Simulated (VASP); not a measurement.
SiO2, 12 atoms in the cell. It takes space group Imma (No. 74, orthorhombic). Conventional cell: a = 5.231 Å, b = 8.503 Å, c = 9.027 Å, α = 90.00°, β = 90.00°, γ = 90.00°. Within 2.1 Å of Si (site symmetry m) lie 4 O at 1.59 to 1.61 Å. O (site symmetry mm2) has 2 Si at 1.60 Å within 2.1 Å. Within 2.1 Å of O (site symmetry 2) lie 2 Si at 1.61 Å. O (site symmetry 2/m) has 2 Si at 1.59 Å within 2.1 Å. 

- Program: VASP 6.6.1
- Task: relaxation of shape and atoms at fixed volume
- Functional: PBE
- Potentials or basis: VASP PAW PBE potentials, release 64 (Si, O)
- Cutoff: 600 eV
- k mesh: 6 × 6 × 6
- Occupations: gaussian, width 0.02 eV
- Spin: no spin polarisation
- Dipole correction: no
- Further INCAR settings: ALGO = Normal; EDIFF = 1e-06; IBRION = 2; EDIFFG = -0.01; NSW = 50; ISIF = 4

Potentials or basis: VASP PAW PBE potentials, release 64 (Si, O).

Launch:

```sh
$ cat potpaw_PBE.64/Si/POTCAR potpaw_PBE.64/O/POTCAR > POTCAR
$ mpirun -np 1 vasp_std > vasp.out
```

Hardware: 1 thread of Oxide Virtual Turin-like Processor, with other jobs on the host.

Problem. Estimate the wall time of this run.

Solution. Run time: 2.5 h on 1 thread of Oxide Virtual Turin-like Processor (shared host), peak memory 0.62 GiB. Counts: scf iterations 165, k points 46, ion steps 24.
